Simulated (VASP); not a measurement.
# SrO (Fm-3m) in VASP: further runs

The runs below take SrO through single point, with PBE.

Everything below comes from runs of VASP 6.6.1. Logs are shortened: lines on timing, memory, paths and dates and some standing lists are left out, and cuts for length are marked.

## Step 1: The cell of the first run

The structure is cubic, space group Fm-3m (No. 225). Conventional cell: a = 5.096 Å, b = 5.096 Å, c = 5.096 Å, α = 90.00°, β = 90.00°, γ = 90.00°. Sr (site symmetry m-3m) has 6 O at 2.55 Å within 3.4 Å. Within 3.4 Å of O (site symmetry m-3m) lie 6 Sr at 2.55 Å.

## Step 2: Single point, PBE (Ca replaced by Sr, lengths x 1.047, strained)

INCAR

```
SYSTEM = SrO
PREC = Accurate ; ENCUT = 600
EDIFF = 1E-6 ; ISMEAR = 0
SIGMA = 0.02 ; LREAL = .FALSE.
LASPH = .TRUE. ; NELM = 120
ALGO = Normal ; ISIF = 2
LWAVE = .FALSE. ; LCHARG = .TRUE.
GGA = PE ; LELF = .TRUE.
LVHAR = .TRUE. ; NBANDS = 15
GGA_COMPAT = .FALSE.
```

KPOINTS

```
Automatic mesh
0
G
  8 8 8
  0 0 0
```

POSCAR

```
SrO
1.0
    0.0000000000      2.5480567472      2.5480567472
    2.5480567472      0.0000000000      2.5480567472
    2.5480567472      2.5480567472      0.0000000000
Sr O
1 1
Direct
    0.0000000000      0.0000000000      0.0000000000
    0.5000000000      0.5000000000      0.5000000000
```

Potentials or basis: VASP PAW PBE potentials, release 64 (Sr_sv, O).

The run is started by

```console
$ cat potpaw_PBE.64/Sr_sv/POTCAR potpaw_PBE.64/O/POTCAR > POTCAR
$ mpirun -np 1 vasp_std > vasp.out
```

OUTCAR:

```text
SYSTEM = SrO
   PREC = Accurate
   ENCUT = 600
   EDIFF = 1E-6
   ISMEAR = 0
   LREAL = .FALSE.
   LASPH = .TRUE.
   NELM = 120
   ISIF = 2
   GGA = PE

 ion  position               nearest neighbor table
   1  0.000  0.000  0.000-   2 2.55   2 2.55   2 2.55   2 2.55   2 2.55   2 2.55
   2  0.500  0.500  0.500-   1 2.55   1 2.55   1 2.55   1 2.55   1 2.55   1 2.55

  LATTYP: Found a face centered cubic cell.
 ALAT       =     5.0961134944

  Lattice vectors:

 A1 = (   0.0000000000,   2.5480567472,   2.5480567472)
 A2 = (   2.5480567472,   0.0000000000,   2.5480567472)
 A3 = (   2.5480567472,   2.5480567472,   0.0000000000)

Analysis of symmetry for initial positions (statically):
=====================================================================
 Subroutine PRICEL returns:
 Original cell was already a primitive cell.

 Routine SETGRP: Setting up the symmetry group for a
 face centered cubic supercell.

 Subroutine GETGRP returns: Found 48 space group operations
 (whereof 48 operations were pure point group operations)
 out of a pool of 48 trial point group operations.

The static configuration has the point symmetry O_h .

Analysis of symmetry for dynamics (positions and initial velocities):
=====================================================================
 Subroutine PRICEL returns:
 Original cell was already a primitive cell.

 Routine SETGRP: Setting up the symmetry group for a
 face centered cubic supercell.

 Subroutine GETGRP returns: Found 48 space group operations
 (whereof 48 operations were pure point group operations)
 out of a pool of 48 trial point group operations.

The dynamic configuration has the point symmetry O_h .

 Subroutine INISYM returns: Found 48 space group operations
 (whereof 48 operations are pure point group operations),
 and found     1 'primitive' translations

----------------------------------------------------------------------------------------

                                     Primitive cell

  volume of cell :      33.0870

  direct lattice vectors                    reciprocal lattice vectors
     0.000000000  2.548056747  2.548056747    -0.196227969  0.196227969  0.196227969
     2.548056747  0.000000000  2.548056747     0.196227969 -0.196227969  0.196227969
     2.548056747  2.548056747  0.000000000     0.196227969  0.196227969 -0.196227969

  length of vectors
     3.603496410  3.603496410  3.603496410     0.339876812  0.339876812  0.339876812

  position of ions in fractional coordinates (direct lattice)
     0.000000000  0.000000000  0.000000000
     0.500000000  0.500000000  0.500000000

  ion indices of the primitive-cell ions
   primitive index   ion index
                 1           1
                 2           2

----------------------------------------------------------------------------------------

 KPOINTS: Automatic mesh

Automatic generation of k-mesh.
 Grid dimensions read from file:
 generate k-points for:    8    8    8

 Generating k-lattice:

  Cartesian coordinates                     Fractional coordinates (reciprocal lattice)
    -0.024528496  0.024528496  0.024528496     0.125000000  0.000000000  0.000000000
     0.024528496 -0.024528496  0.024528496     0.000000000  0.125000000  0.000000000
     0.024528496  0.024528496 -0.024528496     0.000000000  0.000000000  0.125000000

  Length of vectors
     0.042484601  0.042484601  0.042484601

  Shift w.r.t. Gamma in fractional coordinates (k-lattice)
     0.000000000  0.000000000  0.000000000

 Subroutine IBZKPT returns following result:
 ===========================================

 Found     29 irreducible k-points:

 Following reciprocal coordinates:
            Coordinates               Weight
  0.000000  0.000000  0.000000      1.000000
  0.125000  0.000000  0.000000      8.000000
  0.250000  0.000000  0.000000      8.000000
  0.375000  0.000000  0.000000      8.000000
  0.500000  0.000000  0.000000      4.000000
  0.125000  0.125000  0.000000      6.000000
[... 16 lines left out ...]
  0.500000  0.250000  0.125000     48.000000
 -0.375000  0.250000  0.125000     24.000000
 [... further k-points ...]
   k-points           NKPTS =     29   k-points in BZ     NKDIM =     29   number of bands    NBANDS=     15
   number of dos      NEDOS =    301   number of ions     NIONS =      2
   total plane-waves  NPLWV =  27000
   dimension x,y,z NGX =    30 NGY =   30 NGZ =   30
   dimension x,y,z NGXF=    60 NGYF=   60 NGZF=   60
   ions per type =               1   1
   NGX,Y,Z   is equivalent  to a cutoff of  13.84, 13.84, 13.84 a.u.
   NGXF,Y,Z  is equivalent  to a cutoff of  27.68, 27.68, 27.68 a.u.
 SYSTEM =  SrO
   PREC   = accura    normal or accurate (medium, high low for compatibility)
   ISTART =      0    job   : 0-new  1-cont  2-samecut
   ICHARG =      2    charge: 1-file 2-atom 10-const
   ISPIN  =      1    spin polarized calculation?
   LNONCOLLINEAR =      F non collinear calculations
   LSORBIT =      F    spin-orbit coupling
   LASPH  =      T    aspherical Exc in radial PAW
   ENCUT  =  600.0 eV  44.10 Ry    6.64 a.u.   7.20  7.20  7.20*2*pi/ulx,y,z
   NELM   =    120;   NELMIN=  2; NELMDL= -5     # of ELM steps
   EDIFF  = 0.1E-05   stopping-criterion for ELM
   LREAL  =      F    real-space projection
   EDIFFG = 0.1E-04   stopping-criterion for IOM
   NSW    =      0    number of steps for IOM
   IBRION =     -1    ionic relax: 0-MD 1-quasi-New 2-CG
   NFREE  =      0    steps in history (QN), initial steepest desc. (CG)
   ISIF   =      2    stress and relaxation
   ISYM   =      2    0-nonsym 1-usesym 2-fastsym
   POTIM  = 0.5000    time-step for ionic-motion
   TEBEG  =    0.0;   TEEND  =   0.0 temperature during run
   PSTRESS=    0.0 pullay stress
   NELECT =      16.0000    total number of electrons
   NUPDOWN=      -1.0000    fix difference up-down
   EMIN   =  10.00;   EMAX   =-10.00  energy-range for DOS
   EFERMI =   0.00;   METHOD = LEGACY
   ISMEAR =     0;   SIGMA  =   0.02  broadening in eV -4-tet -1-fermi 0-gaus
   EFERMI_NEDOS =   21; number of points for ismear=-14 and -15
   IALGO  =     38    algorithm
   IMIX   =      4    mixing-type and parameters
     AMIX     =   0.40;   BMIX     =  1.00
     AMIX_MAG =   1.60;   BMIX_MAG =  1.00
  volume/ion in A,a.u.               =      16.54       111.64
  Fermi-wavevector in a.u.,A,eV,Ry     =   1.284978  2.428257 22.465515  1.651169
  Thomas-Fermi vector in A             =   2.417140
   LORBIT       =      0    0 simple, 1 ext, 2 COOP (PROOUT), +10 PAW based schemes
   GGA     = PE    functional components
   LHFCALC =     F    Hartree Fock is set to
   AEXX    =    0.0000 exact exchange contribution
   IVDW    =     0    specifies the selected vdW correction
   LEPSILON=     F    determine dielectric tensor
   LRPA    =     F    only Hartree local field effects (RPA)
 non-spin polarized calculation
 Gauss-broadening in eV      SIGMA  =   0.02
  energy-cutoff  :      600.00
  volume of cell :       33.09
 maximum number of plane-waves:      1124
 NGX is ok and might be reduce to    30
   NGX = 15   NGY = 15   NGZ = 15

 number of electron      15.9999998 magnetization

 Free energy of the ion-electron system (eV)
  ---------------------------------------------------
  ext. energy  EPLUGINS =         0.00000000
  ---------------------------------------------------
  free energy    TOTEN  =       -12.01574295 eV

  energy without entropy =      -12.01574295  energy(sigma->0) =      -12.01574295

 E-fermi :   1.8756     XC(G=0): -10.1540

 val. band max:        1.7916139821   @ k =   0.0000   0.0000   0.0000
 cond. band min:       5.0399967825   @ k =   0.5000   0.5000   0.0000
 fundamental gap:      3.2483828004
 Fermi energy:         1.8755928827

 k-point     1 :       0.0000    0.0000    0.0000
  band No.  band energies     occupation
      1     -30.5047      2.00000
      2     -13.3328      2.00000
      3     -12.1129      2.00000
      4     -12.1129      2.00000
      5     -12.1129      2.00000
      6       1.7916      2.00000
      7       1.7916      2.00000
      8       1.7916      2.00000
      9       5.9716      0.00000
     10       8.0614      0.00000
     11       8.0614      0.00000
     12       8.0614      0.00000
     13      10.2899      0.00000
     14      10.2899      0.00000
     15      14.6368      0.00000

 k-point     2 :       0.1250    0.0000    0.0000
  band No.  band energies     occupation
      1     -30.4823      2.00000
      2     -13.7005      2.00000
      3     -12.1258      2.00000
      4     -12.1258      2.00000
      5     -11.7995      2.00000
      6       1.3327      2.00000
      7       1.5841      2.00000
      8       1.5841      2.00000
      9       6.6775      0.00000
     10       7.9122      0.00000
     11       8.3765      0.00000
     12       8.3765      0.00000
     13      10.7160      0.00000
     14      10.7160      0.00000
     15      15.6604      0.00000

 k-point     3 :       0.2500    0.0000    0.0000
  band No.  band energies     occupation
      1     -30.4276      2.00000
      2     -14.2925      2.00000
      3     -12.1567      2.00000
      4     -12.1567      2.00000
      5     -11.3388      2.00000
      6       0.4890      2.00000
      7       1.1382      2.00000
      8       1.1382      2.00000
      9       7.8654      0.00000
     10       8.2320      0.00000
     11       9.2328      0.00000
     12       9.2328      0.00000
     13      11.7776      0.00000
     14      11.7776      0.00000
     15      17.7230      0.00000

 k-point     4 :       0.3750    0.0000    0.0000
  band No.  band energies     occupation
      1     -30.3720      2.00000
      2     -14.7398      2.00000
      3     -12.1869      2.00000
      4     -12.1869      2.00000
      5     -11.0230      2.00000
      6      -0.1816      2.00000
      7       0.7492      2.00000
      8       0.7492      2.00000
      9       8.2094      0.00000
     10       9.7734      0.00000
     11      10.2818      0.00000
     12      10.2818      0.00000
     13      13.0893      0.00000
     14      13.0893      0.00000
     15      17.6526      0.00000
[... 307 lines left out ...]
 k-point    22 :       0.3750    0.2500    0.1250
  band No.  band energies     occupation
      1     -30.3879      2.00000
      2     -14.3189      2.00000
      3     -12.3954      2.00000
      4     -12.2213      2.00000
      5     -11.3866      2.00000
      6       0.2929      2.00000
      7       1.0650      2.00000
      8       1.5197      2.00000
      9       6.8855      0.00000
     10       8.5451      0.00000
     11      10.1377      0.00000
     12      10.5187      0.00000
     13      11.9364      0.00000
     14      12.8044      0.00000
     15      18.6993      0.00000

 k-point    23 :       0.5000    0.2500    0.1250
  band No.  band energies     occupation
      1     -30.3438      2.00000
      2     -14.4982      2.00000
      3     -12.5104      2.00000
      4     -12.3026      2.00000
      5     -11.3158      2.00000
      6       0.2254      2.00000
      7       0.8208      2.00000
      8       1.2705      2.00000
      9       7.4142      0.00000
     10       9.1448      0.00000
     11      10.8912      0.00000
     12      11.0173      0.00000
     13      13.0906      0.00000
     14      14.0895      0.00000
     15      16.4190      0.00000

 k-point    24 :      -0.3750    0.2500    0.1250
  band No.  band energies     occupation
      1     -30.3254      2.00000
      2     -14.5696      2.00000
      3     -12.5349      2.00000
      4     -12.3629      2.00000
      5     -11.2864      2.00000
      6       0.1853      2.00000
      7       0.9020      2.00000
      8       0.9926      2.00000
      9       8.2582      0.00000
     10       8.6328      0.00000
     11      11.3224      0.00000
     12      11.4543      0.00000
     13      13.6295      0.00000
     14      14.9976      0.00000
     15      15.4825      0.00000

 [... further k-points ...]
[... 5 lines left out ...]
  --------------------------------------------------------------------------------------
  -------------------------------------------------------------------------------------
  Total        1.2630726      1.2630726      1.2630726      0.0000000     -0.0000000     -0.0000000
  in kB       61.1619912     61.1619912     61.1619912      0.0000000     -0.0000000     -0.0000000
  external PRESSURE =      61.1619912 kB  Pullay stress =       0.0000000 kB

 VOLUME and BASIS-vectors are now :
 -----------------------------------------------------------------------------
  energy-cutoff  :      600.00
  volume of cell :       33.09
      direct lattice vectors                 reciprocal lattice vectors
     0.000000000  2.548056747  2.548056747    -0.196227969  0.196227969  0.196227969
     2.548056747  0.000000000  2.548056747     0.196227969 -0.196227969  0.196227969
     2.548056747  2.548056747  0.000000000     0.196227969  0.196227969 -0.196227969

 POSITION                                       TOTAL-FORCE (eV/Angst)
 -----------------------------------------------------------------------------------
      0.00000      0.00000      0.00000         0.000000      0.000000     -0.000000
      2.54806      2.54806      2.54806        -0.000000     -0.000000      0.000000
 -----------------------------------------------------------------------------------
    total drift:                                0.000000      0.000000      0.000000

  FREE ENERGIE OF THE ION-ELECTRON SYSTEM (eV)
  ---------------------------------------------------
  free  energy   TOTEN  =       -12.0157429485 eV

  energy  without entropy=      -12.0157429485  energy(sigma->0) =      -12.01574295
```

Wall time 20 s (1 thread of Intel Xeon 6975P-C (Granite Rapids), shared host); peak memory 0.18 GiB.

What came out:

- Free energy: -12.0157 eV
- Pressure: 6.1 GPa
- Band gap on the k mesh: 3.25 eV, indirect (least direct gap 3.32 eV)

Levels at points of the mesh, in eV from the valence-band top:
```csv
k point,band 5,band 6,band 7,band 8,band 9,band 10,band 11,band 12
"(0.00, 0.00, 0.00)",-13.90,0.00,0.00,0.00,4.18,6.27,6.27,6.27
"(0.50, 0.00, 0.00)",-12.71,-2.22,-1.19,-1.19,6.67,8.68,9.00,9.00
"(0.50, 0.50, 0.00)",-14.30,-0.38,-0.07,-0.07,3.25,8.01,10.35,10.63
```

Caveat: the cell differs from its parent crystal (Ca replaced by Sr, lengths x 1.047, strained). A k mesh can miss the band edges.

## Step 3: Single point, PBE (Ca replaced by Sr, lengths x 1.047, strained)

INCAR

```
PREC = Accurate ; ENCUT = 600
EDIFF = 1E-6 ; ISMEAR = 0
SIGMA = 0.1 ; LREAL = F
LASPH = T ; NELM = 120
ALGO = Normal ; ISIF = 2
LWAVE = F ; LCHARG = F
GGA = PE ; NBANDS = 15
GGA_COMPAT = F
```

KPOINTS

```
Automatic mesh
0
Gamma
  6 6 6
```

POSCAR

```
SrO
1.0
    0.0000000000      2.4693819948      2.4693819948
    2.4693819948      0.0000000000      2.4693819948
    2.4693819948      2.4693819948      0.0000000000
Sr O
1 1
Direct
    0.0000000000      0.0000000000      0.0000000000
    0.5000000000      0.5000000000      0.5000000000
```

Potentials or basis: VASP PAW PBE potentials, release 64 (Sr_sv, O).

The run is started by

```console
$ cat potpaw_PBE.64/Sr_sv/POTCAR potpaw_PBE.64/O/POTCAR > POTCAR
$ mpirun -np 1 vasp_std > vasp.out
```

It took 8.3 s on 1 thread of Intel Xeon Platinum 8375C at 2.90GHz (Ice Lake), shared host; peak memory 0.16 GiB.

Results (log left out):

```
Free energy            : -11.7890 eV
Pressure               : 19.0 GPa
Band gap on the k mesh : 3.14 eV, direct
```

Levels at points of the mesh, in eV from the valence-band top:
| k point | band 5 | band 6 | band 7 | band 8 | band 9 | band 10 | band 11 | band 12 |
| --- | --- | --- | --- | --- | --- | --- | --- | --- |
| (0.00, 0.00, 0.00) | -13.50 | -0.02 | -0.02 | -0.02 | 4.90 | 6.44 | 6.44 | 6.44 |
| (0.50, 0.00, 0.00) | -12.23 | -2.43 | -1.42 | -1.42 | 7.07 | 9.46 | 9.54 | 9.54 |
| (0.50, 0.50, 0.00) | -14.04 | -0.19 | 0.00 | 0.00 | 3.14 | 8.76 | 10.97 | 11.50 |

Caveat: the cell differs from its parent crystal (Ca replaced by Sr, lengths x 1.047, strained).
